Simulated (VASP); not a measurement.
# BaS (P4/mmm) in VASP: further runs

Runs on BaS. Level: HSE06. Tasks: single point.

Program: VASP 6.6.1. These are calculated values, not measurements. Logs are shortened: lines on timing, memory, paths and dates and some standing lists are left out, and cuts for length are marked.

### 1 The cell of the first run

Symmetry: P4/mmm, No. 123, tetragonal system. The conventional cell has a = 3.644 Å, b = 3.644 Å, c = 3.886 Å, α = 90.00°, β = 90.00°, γ = 90.00°. Within 4.2 Å of Ba (site symmetry 4/mmm) lie 8 S at 3.23 Å and 6 Ba at 3.64 to 3.89 Å. S (site symmetry 4/mmm) has 8 Ba at 3.23 Å and 6 S at 3.64 to 3.89 Å within 4.2 Å.

### 2 Single point, HSE06 (epitaxial xy strain -4.9%)

The input, POSCAR:

```
BaS
1.0
    3.6443706071      0.0000000000      0.0000000000
    0.0000000000      3.6443706071      0.0000000000
    0.0000000000      0.0000000000      3.8859259743
Ba S
1 1
Direct
    0.0000000000      0.0000000000      0.0000000000
    0.5000000000      0.5000000000      0.5000000000
```

The input, INCAR.step1:

```
PREC     = Accurate       # precision mode
ENCUT    = 520            # plane-wave cutoff, eV
EDIFF    = 1E-5           # SCF threshold, eV
ISMEAR   = 0              # smearing method
SIGMA    = 0.01           # smearing width, eV
LREAL    = False          # projectors in reciprocal space
LASPH    = True           # aspherical terms in the spheres
NELM     = 60             # most SCF steps
ALGO     = Normal         # electronic algorithm
ISIF     = 2              # what is computed and relaxed
LWAVE    = True           # write WAVECAR
GGA      = PE             # functional
NBANDS   = 15             # bands
```

The input, INCAR.step2:

```
PREC     = Accurate       # precision mode
ENCUT    = 520            # plane-wave cutoff, eV
EDIFF    = 1E-7           # SCF threshold, eV
ISMEAR   = 0              # smearing method
SIGMA    = 0.01           # smearing width, eV
LREAL    = False          # projectors in reciprocal space
LASPH    = True           # aspherical terms in the spheres
NELM     = 60             # most SCF steps
ALGO     = Normal         # electronic algorithm
ISIF     = 2              # what is computed and relaxed
LWAVE    = False          # write WAVECAR
LCHARG   = True           # write CHGCAR
GGA      = PE             # functional
LHFCALC  = True           # exact exchange
HFSCREEN = 0.2079         # screening, 1/A
PRECFOCK = Normal       
LELF     = True           # ELF
LVHAR    = True         
ISTART   = 1            
NBANDS   = 15             # bands
```

The input, KPOINTS:

```
regular mesh
0
Gamma
  4 4 4
```

Potentials or basis: VASP PAW PBE potentials, release 64 (Ba_sv, S).

Command:

```sh
cat potpaw_PBE.64/Ba_sv/POTCAR potpaw_PBE.64/S/POTCAR > POTCAR
cp INCAR.step1 INCAR
mpirun -np 1 vasp_std > vasp.out
cp INCAR.step2 INCAR
mpirun -np 1 vasp_std > vasp.out
```

OUTCAR:

```text
PREC = Accurate
   ENCUT = 520
   EDIFF = 1E-7
   ISMEAR = 0
   LREAL = False
   LASPH = True
   NELM = 60
   ISIF = 2
   GGA = PE
   LHFCALC = True
   HFSCREEN = 0.2079
   PRECFOCK = Normal
   ISTART = 1

 ion  position               nearest neighbor table
   1  0.000  0.000  0.000-   2 3.23   2 3.23   2 3.23   2 3.23   2 3.23   2 3.23   2 3.23   2 3.23

   2  0.500  0.500  0.500-   1 3.23   1 3.23   1 3.23   1 3.23   1 3.23   1 3.23   1 3.23   1 3.23

  LATTYP: Found a simple tetragonal cell.
 ALAT       =     3.6443706071
 C/A-ratio  =     1.0662817790

  Lattice vectors:

 A1 = (   3.6443706071,   0.0000000000,   0.0000000000)
 A2 = (   0.0000000000,   3.6443706071,   0.0000000000)
 A3 = (   0.0000000000,   0.0000000000,   3.8859259743)

Analysis of symmetry for initial positions (statically):
=====================================================================
 Subroutine PRICEL returns:
 Original cell was already a primitive cell.

 Routine SETGRP: Setting up the symmetry group for a
 simple tetragonal supercell.

 Subroutine GETGRP returns: Found 16 space group operations
 (whereof 16 operations were pure point group operations)
 out of a pool of 16 trial point group operations.

The static configuration has the point symmetry D_4h.

Analysis of symmetry for dynamics (positions and initial velocities):
=====================================================================
 Subroutine PRICEL returns:
 Original cell was already a primitive cell.

 Routine SETGRP: Setting up the symmetry group for a
 simple tetragonal supercell.

 Subroutine GETGRP returns: Found 16 space group operations
 (whereof 16 operations were pure point group operations)
 out of a pool of 16 trial point group operations.

The dynamic configuration has the point symmetry D_4h.

 Subroutine INISYM returns: Found 16 space group operations
 (whereof 16 operations are pure point group operations),
 and found     1 'primitive' translations

----------------------------------------------------------------------------------------

                                     Primitive cell

  volume of cell :      51.6107

  direct lattice vectors                    reciprocal lattice vectors
     3.644370607  0.000000000  0.000000000     0.274395803  0.000000000  0.000000000
     0.000000000  3.644370607  0.000000000     0.000000000  0.274395803  0.000000000
     0.000000000  0.000000000  3.885925974     0.000000000  0.000000000  0.257338922

  length of vectors
     3.644370607  3.644370607  3.885925974     0.274395803  0.274395803  0.257338922

  position of ions in fractional coordinates (direct lattice)
     0.000000000  0.000000000  0.000000000
     0.500000000  0.500000000  0.500000000

  ion indices of the primitive-cell ions
   primitive index   ion index
                 1           1
                 2           2

----------------------------------------------------------------------------------------

 KPOINTS: regular mesh

Automatic generation of k-mesh.
 Grid dimensions read from file:
 generate k-points for:    4    4    4

 Generating k-lattice:

  Cartesian coordinates                     Fractional coordinates (reciprocal lattice)
     0.068598951  0.000000000  0.000000000     0.250000000  0.000000000  0.000000000
     0.000000000  0.068598951  0.000000000     0.000000000  0.250000000  0.000000000
     0.000000000  0.000000000  0.064334730     0.000000000  0.000000000  0.250000000

  Length of vectors
     0.068598951  0.068598951  0.064334730

  Shift w.r.t. Gamma in fractional coordinates (k-lattice)
     0.000000000  0.000000000  0.000000000

 Subroutine IBZKPT returns following result:
 ===========================================

 Found     18 irreducible k-points:

 Following reciprocal coordinates:
            Coordinates               Weight
  0.000000  0.000000  0.000000      1.000000
  0.250000  0.000000  0.000000      4.000000
  0.500000  0.000000  0.000000      2.000000
  0.250000  0.250000  0.000000      4.000000
  0.500000  0.250000  0.000000      4.000000
  0.500000  0.500000  0.000000      1.000000
[... 10 lines left out ...]
  0.500000  0.250000  0.500000      4.000000
  0.500000  0.500000  0.500000      1.000000
   k-points           NKPTS =     18   k-points in BZ     NKDIM =     64   number of bands    NBANDS=     15
   number of dos      NEDOS =    301   number of ions     NIONS =      2
   total plane-waves  NPLWV =  23520
   dimension x,y,z NGX =    28 NGY =   28 NGZ =   30
   dimension x,y,z NGXF=    56 NGYF=   56 NGZF=   60
   ions per type =               1   1
   NGX,Y,Z   is equivalent  to a cutoff of  12.77, 12.77, 12.83 a.u.
   NGXF,Y,Z  is equivalent  to a cutoff of  25.55, 25.55, 25.67 a.u.
 SYSTEM =  unknown system
   PREC   = accura    normal or accurate (medium, high low for compatibility)
   ISTART =      1    job   : 0-new  1-cont  2-samecut
   ICHARG =      0    charge: 1-file 2-atom 10-const
   ISPIN  =      1    spin polarized calculation?
   LNONCOLLINEAR =      F non collinear calculations
   LSORBIT =      F    spin-orbit coupling
   LASPH  =      T    aspherical Exc in radial PAW
   ENCUT  =  520.0 eV  38.22 Ry    6.18 a.u.   6.78  6.78  7.23*2*pi/ulx,y,z
   NELM   =     60;   NELMIN=  2; NELMDL=  0     # of ELM steps
   EDIFF  = 0.1E-06   stopping-criterion for ELM
   LREAL  =      F    real-space projection
   EDIFFG = 0.1E-05   stopping-criterion for IOM
   NSW    =      0    number of steps for IOM
   IBRION =     -1    ionic relax: 0-MD 1-quasi-New 2-CG
   NFREE  =      0    steps in history (QN), initial steepest desc. (CG)
   ISIF   =      2    stress and relaxation
   ISYM   =      3    0-nonsym 1-usesym 2-fastsym
   POTIM  = 0.5000    time-step for ionic-motion
   TEBEG  =    0.0;   TEEND  =   0.0 temperature during run
   PSTRESS=    0.0 pullay stress
   NELECT =      16.0000    total number of electrons
   NUPDOWN=      -1.0000    fix difference up-down
   EMIN   =  10.00;   EMAX   =-10.00  energy-range for DOS
   EFERMI =   0.00;   METHOD = LEGACY
   ISMEAR =     0;   SIGMA  =   0.01  broadening in eV -4-tet -1-fermi 0-gaus
   EFERMI_NEDOS =   21; number of points for ismear=-14 and -15
   IALGO  =     38    algorithm
   IMIX   =      1    mixing-type and parameters
     AMIX     =   0.40;   BMIX     =  1.00
     AMIX_MAG =   1.60;   BMIX_MAG =  1.00
  volume/ion in A,a.u.               =      25.81       174.14
  Fermi-wavevector in a.u.,A,eV,Ry     =   1.107988  2.093793 16.703014  1.227637
  Thomas-Fermi vector in A             =   2.244509
   LORBIT       =      0    0 simple, 1 ext, 2 COOP (PROOUT), +10 PAW based schemes
   GGA     = PE    functional components
   LHFCALC =     T    Hartree Fock is set to
   PRECFOCK=normal    Normal, Fast or Accurate (Low or Medium for compatibility)
   ENCUT4O =  -1.0   cutoff for four orbital integrals eV
   NKREDX  =     1    reduce k-point grid by
   NKREDY  =     1    reduce k-point grid by
   NKREDZ  =     1    reduce k-point grid by
   AEXX    =    0.2500 exact exchange contribution
   HFSCREEN=    0.2079 screening length (either q_TF or 0.3 A-1)
   HFSCREENC=   0.2079 screening length for correlation (either q_TF or 0.3 A-1)
   ENCUTFOCK=  -1.0 apply spherical cutoff to Coloumb kernel
   IVDW    =     0    specifies the selected vdW correction
   LEPSILON=     F    determine dielectric tensor
   LRPA    =     F    only Hartree local field effects (RPA)
 non-spin polarized calculation
 Gauss-broadening in eV      SIGMA  =   0.01
  energy-cutoff  :      520.00
  volume of cell :       51.61
 maximum number of plane-waves:      1400
 NGX is ok and might be reduce to    28
  NGX = 24; NGY = 24; NGZ = 24

 number of electron      16.0000002 magnetization

 Free energy of the ion-electron system (eV)
  ---------------------------------------------------
  ext. energy  EPLUGINS =         0.00000000
  ---------------------------------------------------
  free energy    TOTEN  =       -10.95279262 eV

  energy without entropy =      -10.95279262  energy(sigma->0) =      -10.95279262

 E-fermi :   3.2826     XC(G=0):  -8.1341

 val. band max:        3.2220172494   @ k =   0.5000   0.0000   0.5000
 cond. band min:       5.1130319353   @ k =   0.0000   0.0000   0.0000
 fundamental gap:      1.8910146859
 Fermi energy:         3.2825967352

 k-point     1 :       0.0000    0.0000    0.0000
  band No.  band energies     occupation
      1     -25.8459      2.00000
      2      -9.6126      2.00000
      3      -9.4155      2.00000
      4      -9.3864      2.00000
      5      -9.3864      2.00000
      6       2.6651      2.00000
      7       3.1388      2.00000
      8       3.1388      2.00000
      9       5.1130      0.00000
     10       5.2226      0.00000
     11       8.7052      0.00000
     12      10.9097      0.00000
     13      10.9097      0.00000
     14      11.5914      0.00000
     15      15.1003      0.00000

 k-point     2 :       0.2500    0.0000    0.0000
  band No.  band energies     occupation
      1     -25.7584      2.00000
      2     -10.9563      2.00000
      3      -9.4934      2.00000
      4      -9.2852      2.00000
      5      -8.1483      2.00000
      6       1.0443      2.00000
      7       2.1735      2.00000
      8       2.8103      2.00000
      9       5.7063      0.00000
     10       7.7601      0.00000
     11      10.5929      0.00000
     12      10.9867      0.00000
     13      11.3022      0.00000
     14      11.3827      0.00000
     15      12.5703      0.00000
[... 257 lines left out ...]
      3     -10.1936      2.00000
      4      -9.8065      2.00000
      5      -8.6806      2.00000
      6       0.4607      2.00000
      7       0.5332      2.00000
      8       1.0640      2.00000
      9       8.5725      0.00000
     10       9.7962      0.00000
     11      10.0009      0.00000
     12      10.5263      0.00000
     13      13.6433      0.00000
     14      14.9746      0.00000
     15      15.0420      0.00000

 k-point    18 :       0.5000    0.5000    0.5000
  band No.  band energies     occupation
      1     -25.4314      2.00000
      2     -10.4352      2.00000
      3     -10.4352      2.00000
      4     -10.0003      2.00000
      5      -8.3608      2.00000
      6      -0.3816      2.00000
      7      -0.3661      2.00000
      8      -0.3661      2.00000
      9      11.8279      0.00000
     10      12.0751      0.00000
     11      12.4519      0.00000
     12      12.4519      0.00000
     13      12.7645      0.00000
     14      12.7645      0.00000
     15      13.8609      0.00000

------------------------ aborting loop because EDIFF is reached ----------------------------------------

  FORCE on cell =-STRESS in cart. coord.  units (eV):
  Direction    XX          YY          ZZ          XY          YZ          ZX
  --------------------------------------------------------------------------------------
  -------------------------------------------------------------------------------------
  Total        2.7533658      2.7533658      0.0943671      0.0000000      0.0000000      0.0000000
  in kB       85.4741722     85.4741722      2.9294863      0.0000000      0.0000000      0.0000000
  external PRESSURE =      57.9592769 kB  Pullay stress =       0.0000000 kB

 VOLUME and BASIS-vectors are now :
 -----------------------------------------------------------------------------
  energy-cutoff  :      520.00
  volume of cell :       51.61
      direct lattice vectors                 reciprocal lattice vectors
     3.644370607  0.000000000  0.000000000     0.274395803  0.000000000  0.000000000
     0.000000000  3.644370607  0.000000000     0.000000000  0.274395803  0.000000000
     0.000000000  0.000000000  3.885925974     0.000000000  0.000000000  0.257338922

 POSITION                                       TOTAL-FORCE (eV/Angst)
 -----------------------------------------------------------------------------------
      0.00000      0.00000      0.00000         0.000000      0.000000      0.000000
      1.82219      1.82219      1.94296         0.000000      0.000000      0.000000
 -----------------------------------------------------------------------------------
    total drift:                               -0.000000     -0.000000     -0.000000

  FREE ENERGIE OF THE ION-ELECTRON SYSTEM (eV)
  ---------------------------------------------------
  free  energy   TOTEN  =       -10.9527926168 eV

  energy  without entropy=      -10.9527926168  energy(sigma->0) =      -10.95279262
```

It used 1600 s of CPU time on 1 thread of AMD EPYC 7R13 Processor (Zen 3), with other jobs on the host.

What came out:

```
Free energy            : -10.9528 eV
Pressure               : 5.8 GPa
Band gap on the k mesh : 1.89 eV (least direct gap 1.97 eV)
```

Stress tensor (GPa, compression positive):
```
8.55 0.00 0.00
0.00 8.55 0.00
0.00 0.00 0.29
```

Levels at points of the mesh, in eV from the valence-band top:
| k point | band 6 | band 7 | band 8 | band 9 | band 10 | band 11 |
| --- | --- | --- | --- | --- | --- | --- |
| (0.00, 0.00, 0.00) | -0.56 | -0.08 | -0.08 | 1.89 | 2.00 | 5.48 |
| (0.50, 0.00, 0.00) | -3.62 | -1.54 | -0.76 | 3.36 | 7.12 | 7.95 |
| (0.50, 0.50, 0.00) | -1.79 | -1.79 | -0.51 | 3.19 | 3.64 | 4.71 |
| (0.00, 0.00, 0.50) | -3.58 | -0.89 | -0.89 | 3.02 | 6.97 | 7.38 |
| (0.50, 0.00, 0.50) | -1.81 | -1.58 | 0.00 | 2.90 | 4.61 | 5.28 |
| (0.50, 0.50, 0.50) | -3.60 | -3.59 | -3.59 | 8.61 | 8.85 | 9.23 |

Caveat: the k points lie up to 0.43 Å⁻¹ apart; the cell differs from its parent crystal (epitaxial xy strain -4.9%); the PAW data sets were made with another functional, which shifts forces and pressure a little; spin-orbit coupling is left out, which moves the levels of the heavy elements.

### 3 Single point, HSE06 (uniaxial z strain +3.1%)

The input, POSCAR:

```
BaS
1.0
    3.8337582654      0.0000000000      0.0000000000
    0.0000000000      3.8337582654      0.0000000000
    0.0000000000      0.0000000000      3.9541382749
Ba S
1 1
Direct
    0.0000000000      0.0000000000      0.0000000000
    0.5000000000      0.5000000000      0.5000000000
```

The input, INCAR.step1:

```
SYSTEM = BaS
PREC = Accurate
ENCUT = 520
EDIFF = 1E-5
ISMEAR = 0
SIGMA = 0.01
LREAL = .False.
LASPH = .True.
NELM = 80
ALGO = Normal
ISIF = 2
LWAVE = .True.
LCHARG = .False.
NBANDS = 15
GGA = PE
```

The input, INCAR.step2:

```
SYSTEM = BaS
PREC = Accurate
ENCUT = 520
EDIFF = 1E-7
ISMEAR = 0
SIGMA = 0.01
LREAL = .False.
LASPH = .True.
NELM = 80
ALGO = Normal
ISIF = 2
LWAVE = .False.
LCHARG = .False.
GGA = PE
LHFCALC = .True.
HFSCREEN = 0.2079
PRECFOCK = Normal
NBANDS = 15
ISTART = 1
```

The input, KPOINTS:

```
Automatic mesh
0
Gamma
  4 4 4
  0 0 0
```

Potentials or basis: VASP PAW PBE potentials, release 64 (Ba_sv, S).

Command:

```sh
cat potpaw_PBE.64/Ba_sv/POTCAR potpaw_PBE.64/S/POTCAR > POTCAR
cp INCAR.step1 INCAR
mpirun -np 1 vasp_std > vasp.out
cp INCAR.step2 INCAR
mpirun -np 1 vasp_std > vasp.out
```

Wall time 16 min (1 thread of AMD EPYC 7R13 (Zen 3), shared host); peak memory 0.26 GiB.

Results (log left out):

```yaml
Free_energy: -11.0813 eV
Pressure: -1.0 GPa
Band_gap_on_the_k_mesh: 2.28 eV (least direct gap 2.42 eV)
```

Stress tensor (GPa, compression positive):
```
 0.20  0.00  0.00
 0.00  0.20  0.00
 0.00  0.00 -3.39
```

Levels at points of the mesh, in eV from the valence-band top:
```
           k point  band 4  band 5  band 6  band 7  band 8  band 9  band 10  band 11  band 12  band 13
(0.00, 0.00, 0.00)  -12.87  -12.22   -0.37   -0.15   -0.15    2.28     2.31     4.54     7.43     7.43
(0.50, 0.00, 0.00)  -12.74  -10.89   -3.15   -1.01   -0.68    3.45     7.14     7.34     7.86     7.92
(0.50, 0.50, 0.00)  -12.69  -11.72   -1.61   -1.61   -0.21    3.15     3.89     5.01     5.01    10.07
(0.00, 0.00, 0.50)  -12.76  -10.86   -3.15   -0.74   -0.74    3.29     6.76     7.48     7.99     8.19
(0.50, 0.00, 0.50)  -12.66  -11.79   -1.63   -1.54    0.00    2.98     4.31     5.25     5.46     9.70
(0.50, 0.50, 0.50)  -13.37  -11.37   -2.97   -2.96   -2.96    8.11     8.38     8.38     8.40     8.65
```

Caveat: the cell differs from its parent crystal (uniaxial z strain +3.1%); the PAW data sets were made with another functional, which shifts forces and pressure a little; spin-orbit coupling is left out, which moves the levels of the heavy elements. A k mesh can miss the band edges.
